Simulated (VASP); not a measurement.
Crystal: BaTe.

```
Ba Te
1.0
     0.00000    3.95292    3.95292
     3.95292    0.00000    3.95292
     3.95292    3.95292    0.00000
Ba Te
1 1
Direct
  0.00000 0.00000 0.00000
  0.25000 0.25000 0.25000
```

Base run:

```yaml
Program: VASP 6.6.1
Functional: r2SCAN
Potentials_or_basis: VASP PAW PBE potentials, release 64 (Ba_sv, Te)
Cutoff: 520 eV
k_mesh: 6 × 6 × 6
Occupations: gaussian, width 0.01 eV
Spin: no spin polarisation
```

Its results: band gap on the k mesh 2.91 eV (least direct gap 3.19 eV); pressure -0.4 GPa.

The run is repeated on the same cell with these changes: functional from r2SCAN to PBE. What comes out?

Band gap on the k mesh 2.54 eV (least direct gap 2.93 eV); pressure -0.3 GPa.

Caveats: the structure was generated, so it needn't be the stable form of BaTe; spin-orbit coupling is left out, which moves the levels of the heavy elements; the PAW data sets were made with another functional, which shifts forces and pressure a little (at least some runs).

A k mesh can miss the band edges.
